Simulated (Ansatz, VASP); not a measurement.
## AlN in VASP and in Ansatz

The input INCAR:

```
SYSTEM = AlN
PREC = Accurate
ENCUT = 600
EDIFF = 1E-7
ISMEAR = -1
SIGMA = 0.08
LREAL = .False.
LASPH = .True.
NELM = 80
ALGO = Normal
ISIF = 3
LWAVE = .False.
LCHARG = .False.
IBRION = 2
NSW = 100
EDIFFG = -0.002
```

Contents of KPOINTS:

```
Automatic mesh
0
Gamma
  14 14 14
  0 0 0
```

The input POSCAR:

```
AlN
1.0
    0.0000000000      2.1839935596      2.1839935596
    2.1839935596      0.0000000000      2.1839935596
    2.1839935596      2.1839935596      0.0000000000
Al N
1 1
Direct
    0.0000000000      0.0000000000      0.0000000000
    0.2500000000      0.2500000000      0.2500000000
```

Input for Ansatz:

```yaml
crystal:
  lattice:
    - [0.0, 2.1839935596, 2.1839935596]
    - [2.1839935596, 0.0, 2.1839935596]
    - [2.1839935596, 2.1839935596, 0.0]
  atoms:
    - { symbol: Al, position: [0.0, 0.0, 0.0] }
    - { symbol: "N", position: [0.25, 0.25, 0.25] }
kpoints:
  mp_grid: { grid: [14, 14, 14] }
scf:
  occupations: { method: fermi_dirac, width: 0.08 }
hamiltonian:
  xc: lda
  pseudopotentials: { kind: paw }
relax:
  f_tol: 0.002
  max_steps: 80
  cell: {}
output:
  forces: true
  stress: true
```

Alike in both runs: task relaxation of cell and atoms; functional LDA; k mesh 14 × 14 × 14; occupations fermi-dirac, width 0.08 eV; no spin polarisation.

```csv
,VASP,Ansatz
version,VASP 6.6.1,Ansatz 0.2.0
potentials or method,"VASP PAW LDA potentials, release 64 (Al, N)","PAW with Ansatz's default frozen-core files, scalar-relativistic"
plane-wave cutoff (eV),600,420
valence electrons in the cell,8,8
```

|  | VASP | Ansatz | Ansatz less VASP |
| --- | --- | --- | --- |
| relaxed volume (Å³/atom) | 10.26 | 10.23 | -0.026 |
| relaxed cell length with the largest relative difference (Å) | 3.073 | 3.070 | -0.0026 |

LDA's correlation is that of Perdew and Zunger in VASP and of Perdew and Wang (1992) in Ansatz.
